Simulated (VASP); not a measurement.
# CoSi2 (Fm-3m) in VASP: a series of runs, part 2 of 2

VASP 6.6.1.

## (4) Single point, PBEsol, collinear spin, ferromagnetic start (13.99 Å³/atom)

This run uses another cell than the first one, of 13.99 Å³/atom.

Contents of INCAR:

```
ALGO     = Normal         # electronic algorithm
EDIFF    = 1E-7           # SCF threshold, eV
ENCUT    = 520            # plane-wave cutoff, eV
GGA      = PS             # functional
ISIF     = 2              # what is computed and relaxed
ISMEAR   = 0              # smearing method
ISPIN    = 2              # spin polarisation
LASPH    = True           # aspherical terms in the spheres
LCHARG   = False          # write CHGCAR
LMAXMIX  = 4              # l up to which the mixer works
LORBIT   = 11             # projections on sites
LREAL    = False          # projectors in reciprocal space
LWAVE    = False          # write WAVECAR
MAGMOM   = 2.2 0 0        # initial moments
NBANDS   = 20             # bands
NELM     = 150            # most SCF steps
NUPDOWN  = 2.2            # fixed moment
PREC     = Accurate       # precision mode
SIGMA    = 0.15           # smearing width, eV
```

Contents of KPOINTS:

```
k-points
0
Gamma
  14 14 14
```

Contents of POSCAR:

```
CoSi2
1.0
    0.0000000000      2.7585956939      2.7585956939
    2.7585956939      0.0000000000      2.7585956939
    2.7585956939      2.7585956939      0.0000000000
Co Si
1 2
Direct
    0.0000000000      0.0000000000      0.0000000000
    0.2500000000      0.2500000000      0.2500000000
    0.7500000000      0.7500000000      0.7500000000
```

Potentials or basis: VASP PAW PBE potentials, release 64 (Co, Si).

The run is started by

```bash
$ cat potpaw_PBE.64/Co/POTCAR potpaw_PBE.64/Si/POTCAR > POTCAR
$ mpirun -np 1 vasp_std > vasp.out
```

OUTCAR:

```text
EDIFF = 1E-7
   ENCUT = 520
   GGA = PS
   ISIF = 2
   ISMEAR = 0
   ISPIN = 2
   LASPH = True
   LORBIT = 11
   LREAL = False
   NELM = 150
   NUPDOWN = 2.2
   PREC = Accurate

 ion  position               nearest neighbor table
   1  0.000  0.000  0.000-   3 2.39   2 2.39   3 2.39   2 2.39   3 2.39   3 2.39   2 2.39   2 2.39

   2  0.250  0.250  0.250-   1 2.39   1 2.39   1 2.39   1 2.39   3 2.76   3 2.76   3 2.76   3 2.76
                             3 2.76   3 2.76
   3  0.750  0.750  0.750-   1 2.39   1 2.39   1 2.39   1 2.39   2 2.76   2 2.76   2 2.76   2 2.76
                             2 2.76   2 2.76
[... 1332 lines left out ...]
  energy-cutoff  :      520.00
  volume of cell :       41.98
      direct lattice vectors                 reciprocal lattice vectors
     0.000000000  2.758595694  2.758595694    -0.181251642  0.181251642  0.181251642
     2.758595694  0.000000000  2.758595694     0.181251642 -0.181251642  0.181251642
     2.758595694  2.758595694  0.000000000     0.181251642  0.181251642 -0.181251642

 POSITION                                       TOTAL-FORCE (eV/Angst)
 -----------------------------------------------------------------------------------
      0.00000      0.00000      0.00000         0.000000     -0.000000     -0.000000
      1.37930      1.37930      1.37930         0.000000      0.000000      0.000000
      4.13789      4.13789      4.13789        -0.000000     -0.000000     -0.000000
 -----------------------------------------------------------------------------------
    total drift:                                0.000000     -0.000000     -0.000000

  FREE ENERGIE OF THE ION-ELECTRON SYSTEM (eV)
  ---------------------------------------------------
  free  energy   TOTEN  =       -19.1928821573 eV

  energy  without entropy=      -19.1657566154  energy(sigma->0) =      -19.17931939

 total charge

# of ion       s       p       d       tot
------------------------------------------
    1        0.505   0.613   7.443   8.561
    2        0.778   0.801   0.000   1.580
    3        0.778   0.801   0.000   1.580
--------------------------------------------------
tot          2.062   2.216   7.443  11.720

 magnetization (x)

# of ion       s       p       d       tot
------------------------------------------
    1        0.016   0.149   1.227   1.392
    2        0.073   0.098   0.000   0.171
    3        0.073   0.098   0.000   0.171
--------------------------------------------------
tot          0.163   0.345   1.227   1.735
```

stdout:

```text
POSCAR found type information on POSCAR CoSi
 POSCAR found :  2 types and       3 ions
 scaLAPACK will be used
 -----------------------------------------------------------------------------
|                                                                             |
|                                                                             |
|     You enforced a specific xc type in the INCAR file but a different       |
|     I HOPE YOU KNOW WHAT YOU ARE DOING!                                     |
|                                                                             |
 -----------------------------------------------------------------------------

 LDA part: xc-table for (Slater+PW92), standard interpolation
 POSCAR, INCAR and KPOINTS ok, starting setup
 FFT: planning ... GRIDC
 FFT: planning ... GRID_SOFT
 FFT: planning ... GRID
 WAVECAR not read
 entering main loop
```

Run time: 5.1 min. Hardware: 1 thread of Intel Xeon 8259CL, shared host; peak memory 0.28 GiB.

Results:

| Property | Result |
| --- | --- |
| Free energy | -19.1929 eV |
| Pressure | -2.6 GPa |
| Net moment | 2.20 μB per cell |
| Site moments | Co +1.39; Si +0.17 μB |
| Valence electrons inside the program's atomic spheres | Co 8.56; Si 1.58 |

Caveat: the PAW data sets were made with another functional, which shifts forces and pressure a little; the total moment is fixed, so each spin has its own Fermi level.

## (5) Single point, PBEsol, collinear spin, ferromagnetic start (13.99 Å³/atom)

This run uses another cell than the first one, of 13.99 Å³/atom.

Contents of INCAR:

```
ALGO = Normal
EDIFF = 1E-6
ENCUT = 520
GGA = PS
ISIF = 2
ISMEAR = 0
ISPIN = 2
LASPH = T
LCHARG = F
LMAXMIX = 4
LORBIT = 11
LREAL = F
LWAVE = F
MAGMOM = 1.65 0 0
NBANDS = 20
NELM = 150
NUPDOWN = 1.65
PREC = Accurate
SIGMA = 0.15
```

KPOINTS is that of step 4.

POSCAR is that of step 4.

The run is started by

```bash
$ cat potpaw_PBE.64/Co/POTCAR potpaw_PBE.64/Si/POTCAR > POTCAR
$ mpirun -np 1 vasp_std > vasp.out
```

It took 4.6 min on 1 thread of Intel Xeon 8259CL, shared host; peak memory 0.28 GiB.

It converged, with:

```yaml
Free_energy: -19.7941 eV
Pressure: -7.5 GPa
Net_moment: 1.65 μB per cell
Site_moments: Co +1.08; Si +0.12 μB
Valence_electrons_inside_the_program's_atomic_spheres: Co 8.59; Si 1.57
```

Caveat: the cell stands under tension; the PAW data sets were made with another functional, which shifts forces and pressure a little; the total moment is fixed, so each spin has its own Fermi level.

## (6) Summary

```csv
fixed moment (μB),cell,pressure (GPa),moment (μB)
0.825,"a = 3.757 Å, angles 60.0°, 3 atoms",2.5,0.82
1.1,"a = 3.901 Å, angles 60.0°, 3 atoms",-12.3,1.10
2.2,"a = 3.901 Å, angles 60.0°, 3 atoms",-2.6,2.20
1.65,"a = 3.901 Å, angles 60.0°, 3 atoms",-7.5,1.65
```

Alike in all rows: task single point; level PBEsol; potentials or basis VASP PAW PBE potentials, release 64 (Co, Si); spin collinear, ferromagnetic start; k mesh 14 × 14 × 14; cutoff (eV) 520; smearing gaussian 0.15 eV.

Caveats: the PAW data sets were made with another functional, which shifts forces and pressure a little; the total moment is fixed, so each spin has its own Fermi level; the cell stands under tension (at least some runs).

Absolute energies hang on the potentials; compare differences alone.
